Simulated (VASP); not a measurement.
# LiF (Fm-3m) in VASP: a series of runs

The runs below take LiF through elastic constants, with PBEsol.

Everything below comes from runs of VASP 6.6.1. Logs are shortened: lines on timing, memory, paths and dates and some standing lists are left out, and cuts for length are marked.

### 1 The cell of the first run

It takes space group Fm-3m (No. 225, cubic). The conventional cell has a = 3.973 Å, b = 3.973 Å, c = 3.973 Å, α = 90.00°, β = 90.00°, γ = 90.00°. Within 2.6 Å of Li (site symmetry m-3m) lie 6 F at 1.99 Å. F (site symmetry m-3m) has 6 Li at 1.99 Å within 2.6 Å.

### 2 Elastic constants, PBEsol

INCAR

```
PREC = Accurate ; ENCUT = 600
EDIFF = 1E-8 ; ISMEAR = 0
SIGMA = 0.01 ; LREAL = False
LASPH = True ; NELM = 60
ALGO = Normal ; ISIF = 3
LWAVE = False ; LCHARG = True
GGA = PS ; IBRION = 6
NFREE = 2 ; POTIM = 0.015
NSW = 1
```

KPOINTS

```
regular mesh
0
Gamma
  10 10 10
```

POSCAR

```
LiF
1.0
    0.0000000000      1.9865704720      1.9865704720
    1.9865704720      0.0000000000      1.9865704720
    1.9865704720      1.9865704720      0.0000000000
Li F
1 1
Direct
    0.0000000000      0.0000000000      0.0000000000
    0.5000000000      0.5000000000      0.5000000000
```

Potentials or basis: VASP PAW PBE potentials, release 64 (Li_sv, F).

On the command line:

```console
> cat potpaw_PBE.64/Li_sv/POTCAR potpaw_PBE.64/F/POTCAR > POTCAR
> mpirun -np 1 vasp_std > vasp.out
```

OUTCAR:

```text
PREC = Accurate
   ENCUT = 600
   EDIFF = 1E-8
   ISMEAR = 0
   LREAL = False
   LASPH = True
   NELM = 60
   ISIF = 3
   GGA = PS
   IBRION = 6
   NFREE = 2
   POTIM = 0.015
   NSW = 1

 ion  position               nearest neighbor table
   1  0.000  0.000  0.000-   2 1.99   2 1.99   2 1.99   2 1.99   2 1.99   2 1.99
   2  0.500  0.500  0.500-   1 1.99   1 1.99   1 1.99   1 1.99   1 1.99   1 1.99

  LATTYP: Found a face centered cubic cell.
 ALAT       =     3.9731409440

  Lattice vectors:

 A1 = (   0.0000000000,   1.9865704720,   1.9865704720)
 A2 = (   1.9865704720,   0.0000000000,   1.9865704720)
 A3 = (   1.9865704720,   1.9865704720,   0.0000000000)

Analysis of symmetry for initial positions (statically):
=====================================================================
 Subroutine PRICEL returns:
 Original cell was already a primitive cell.

 Routine SETGRP: Setting up the symmetry group for a
 face centered cubic supercell.

 Subroutine GETGRP returns: Found 48 space group operations
 (whereof 48 operations were pure point group operations)
 out of a pool of 48 trial point group operations.

The static configuration has the point symmetry O_h .

Analysis of symmetry for dynamics (positions and initial velocities):
=====================================================================
 Subroutine PRICEL returns:
 Original cell was already a primitive cell.

 Routine SETGRP: Setting up the symmetry group for a
 face centered cubic supercell.

 Subroutine GETGRP returns: Found 48 space group operations
 (whereof 48 operations were pure point group operations)
 out of a pool of 48 trial point group operations.

The dynamic configuration has the point symmetry O_h .

 Subroutine INISYM returns: Found 48 space group operations
 (whereof 48 operations are pure point group operations),
 and found     1 'primitive' translations

----------------------------------------------------------------------------------------

                                     Primitive cell

  volume of cell :      15.6799

  direct lattice vectors                    reciprocal lattice vectors
     0.000000000  1.986570472  1.986570472    -0.251690039  0.251690039  0.251690039
     1.986570472  0.000000000  1.986570472     0.251690039 -0.251690039  0.251690039
     1.986570472  1.986570472  0.000000000     0.251690039  0.251690039 -0.251690039

  length of vectors
     2.809434904  2.809434904  2.809434904     0.435939936  0.435939936  0.435939936

  position of ions in fractional coordinates (direct lattice)
     0.000000000  0.000000000  0.000000000
     0.500000000  0.500000000  0.500000000

  ion indices of the primitive-cell ions
   primitive index   ion index
                 1           1
                 2           2

----------------------------------------------------------------------------------------

 KPOINTS: regular mesh

Automatic generation of k-mesh.
 Grid dimensions read from file:
 generate k-points for:   10   10   10

 Generating k-lattice:

  Cartesian coordinates                     Fractional coordinates (reciprocal lattice)
    -0.025169004  0.025169004  0.025169004     0.100000000  0.000000000  0.000000000
[... 111 lines left out ...]
  energy without entropy =       -9.85207821  energy(sigma->0) =       -9.85207821

------------------------ aborting loop because EDIFF is reached ----------------------------------------

  FORCE on cell =-STRESS in cart. coord.  units (eV):
  Direction    XX          YY          ZZ          XY          YZ          ZX
  --------------------------------------------------------------------------------------
  -------------------------------------------------------------------------------------
  Total        0.1463505      0.1463505      0.1463505      0.0000000      0.0000000     -0.0000000
  in kB       14.9541860     14.9541860     14.9541860      0.0000000      0.0000000     -0.0000000
  external PRESSURE =      14.9541860 kB  Pullay stress =       0.0000000 kB
[... 89 lines left out ...]
  FREE ENERGIE OF THE ION-ELECTRON SYSTEM (eV)
  ---------------------------------------------------
  free  energy   TOTEN  =        -9.8481873831 eV

  energy  without entropy=       -9.8481873831  energy(sigma->0) =       -9.84818738

[... ionic steps 4 to 14 ...]

--------------------------------------- Ionic step       15  -------------------------------------------

 number of electron      10.0000000 magnetization

------------------------ aborting loop because EDIFF is reached ----------------------------------------
[... 67 lines left out ...]
--------------------------------------- Ionic step       17  -------------------------------------------

 number of electron       9.9999999 magnetization

 Free energy of the ion-electron system (eV)
  ---------------------------------------------------
  ext. energy  EPLUGINS =         0.00000000
  ---------------------------------------------------
  free energy    TOTEN  =        -9.85184437 eV

  energy without entropy =       -9.85184437  energy(sigma->0) =       -9.85184437

 E-fermi :  -0.8180     XC(G=0): -10.4099

 val. band max:       -0.8571741336   @ k =   0.0000   0.0000   0.0000
 cond. band min:       8.4304053780   @ k =   0.0000   0.0000   0.0000
 fundamental gap:      9.2875795116
 Fermi energy:        -0.8179516870

 k-point     1 :       0.0000    0.0000    0.0000
  band No.  band energies     occupation
      1     -40.9764      2.00000
      2     -20.8372      2.00000
      3      -0.8576      2.00000
      4      -0.8572      2.00000
      5      -0.8572      2.00000
      6       8.4304      0.00000
      7      23.4498      0.00000
      8      23.4499      0.00000
      9      23.5007      0.00000
[... 265 lines left out ...]
 k-point    24 :       0.4000    0.3000    0.0000
  band No.  band energies     occupation
      1     -40.8983      2.00000
      2     -20.2560      2.00000
      3      -3.3503      2.00000
      4      -1.7997      2.00000
      5      -1.6784      2.00000
      6      12.4402      0.00000
      7      15.9281      0.00000
      8      17.9802      0.00000
      9      19.5998      0.00000

 [... further k-points ...]

------------------------ aborting loop because EDIFF is reached ----------------------------------------

  FORCE on cell =-STRESS in cart. coord.  units (eV):
  Direction    XX          YY          ZZ          XY          YZ          ZX
  --------------------------------------------------------------------------------------
  -------------------------------------------------------------------------------------
  Total        0.1501238      0.1462116      0.1462116     -0.0000000      0.0000000      0.0000000
  in kB       15.3397471     14.9399955     14.9399955     -0.0000000      0.0000000      0.0000000
  external PRESSURE =      15.0732460 kB  Pullay stress =       0.0000000 kB
[... 17 lines left out ...]
  FREE ENERGIE OF THE ION-ELECTRON SYSTEM (eV)
  ---------------------------------------------------
  free  energy   TOTEN  =        -9.8518443748 eV

  energy  without entropy=       -9.8518443748  energy(sigma->0) =       -9.85184437

 INTERNAL STRAIN TENSORS FROM STRAINED CELLS
 ============================================

 INTERNAL STRAIN TENSOR FOR ION    1 for displacements in x,y,z  (eV/Angst):
          X           Y           Z          XY          YZ          ZX
  --------------------------------------------------------------------------------
  x    -0.00000     0.00000     0.00000    -0.00000     0.00000     0.00000
  y     0.00000    -0.00000    -0.00000     0.00000    -0.00000     0.00000
  z     0.00000    -0.00000    -0.00000     0.00000    -0.00000    -0.00000

 INTERNAL STRAIN TENSORS FROM DISPLACED ATOMS
 ============================================

 INTERNAL STRAIN TENSOR FOR ION    1 for displacements in x,y,z  (eV/Angst):
          X           Y           Z          XY          YZ          ZX
  --------------------------------------------------------------------------------
  x     0.00000     0.00000     0.00000     0.00000     0.00000     0.00000
  y     0.00000     0.00000     0.00000     0.00000     0.00000     0.00000
  z     0.00000     0.00000     0.00000     0.00000     0.00000     0.00000

 INTERNAL STRAIN TENSOR FOR ION    2 for displacements in x,y,z  (eV/Angst):
          X           Y           Z          XY          YZ          ZX
  --------------------------------------------------------------------------------
  x     0.00000     0.00000     0.00000     0.00000     0.00000     0.00000
  y     0.00000     0.00000     0.00000     0.00000     0.00000     0.00000
  z     0.00000     0.00000     0.00000     0.00000     0.00000     0.00000

 Eigenvectors and eigenvalues of the dynamical matrix
 ----------------------------------------------------

   1 f  =    9.970214 THz    62.644702 2PiTHz  332.570543 cm-1    41.233474 meV
             X         Y         Z           dx          dy          dz
      0.000000  0.000000  0.000000    -0.854265    0.000000    0.000000
      1.986570  1.986570  1.986570     0.519837    0.000000    0.000000
[... 21 lines left out ...]
   6 f/i=    0.007844 THz     0.049282 2PiTHz    0.261631 cm-1     0.032438 meV
             X         Y         Z           dx          dy          dz
      0.000000  0.000000  0.000000     0.000000    0.000000   -0.519837
      1.986570  1.986570  1.986570     0.000000    0.000000   -0.854265

--------------------------------------------------------------------------------------------------------

 ELASTIC MODULI CONTR FROM IONIC RELAXATION (kBar)
 Direction    XX          YY          ZZ          XY          YZ          ZX
 --------------------------------------------------------------------------------
 XX           0.0000      0.0000      0.0000      0.0000      0.0000      0.0000
 YY           0.0000      0.0000      0.0000      0.0000      0.0000      0.0000
 ZZ           0.0000      0.0000      0.0000      0.0000      0.0000      0.0000
 XY           0.0000      0.0000      0.0000      0.0000      0.0000      0.0000
 YZ           0.0000      0.0000      0.0000      0.0000      0.0000      0.0000
 ZX           0.0000      0.0000      0.0000      0.0000      0.0000      0.0000
 --------------------------------------------------------------------------------

 TOTAL ELASTIC MODULI (kBar)
 Direction    XX          YY          ZZ          XY          YZ          ZX
 --------------------------------------------------------------------------------
 XX        1431.9092    450.0609    450.0609      0.0000      0.0000      0.0000
 YY         450.0609   1431.9092    450.0609     -0.0000      0.0000     -0.0000
 ZZ         450.0609    450.0609   1431.9092      0.0000     -0.0000     -0.0000
 XY           0.0000     -0.0000      0.0000    630.9278      0.0000     -0.0000
 YZ           0.0000      0.0000     -0.0000      0.0000    630.9278     -0.0000
 ZX           0.0000     -0.0000     -0.0000     -0.0000     -0.0000    630.9278
 --------------------------------------------------------------------------------
```

It took 2.9 min on 1 thread of Intel Xeon Platinum 8488C (Sapphire Rapids), shared host; peak memory 0.21 GiB.

Results:

| Item | Value |
| --- | --- |
| Elastic constants C11, C12, C44 | 143, 45, 63 GPa |
| Voigt bulk modulus | 78 GPa |
| Highest phonon frequency at Γ, LO-TO splitting left out | 333 cm⁻¹ |

Phonon frequencies in cm⁻¹ (negative: imaginary):
```csv
q point,frequencies
"(0.000, 0.000, 0.000)",0 0 0 333 333 333
```

Elastic tensor in Voigt notation (GPa, in the Cartesian axes of the cell as first typed):
```
143  45  45   0   0   0
 45 143  45   0   0   0
 45  45 143   0   0   0
  0   0   0  63   0   0
  0   0   0   0  63   0
  0   0   0   0   0  63
```

Clamped-ion elastic tensor (GPa):
```
143  45  45   0   0   0
 45 143  45   0   0   0
 45  45 143   0   0   0
  0   0   0  63   0   0
  0   0   0   0  63   0
  0   0   0   0   0  63
```

Caveat: the cell is under stress, which shifts elastic constants; the cutoff is under 1.25 times the usual one of these potentials, so pressure, stress and relaxed cells hold a basis-set (Pulay) error; the PAW data sets were made with another functional, which shifts forces and pressure a little.

(Part 1 of 3 ends here.)
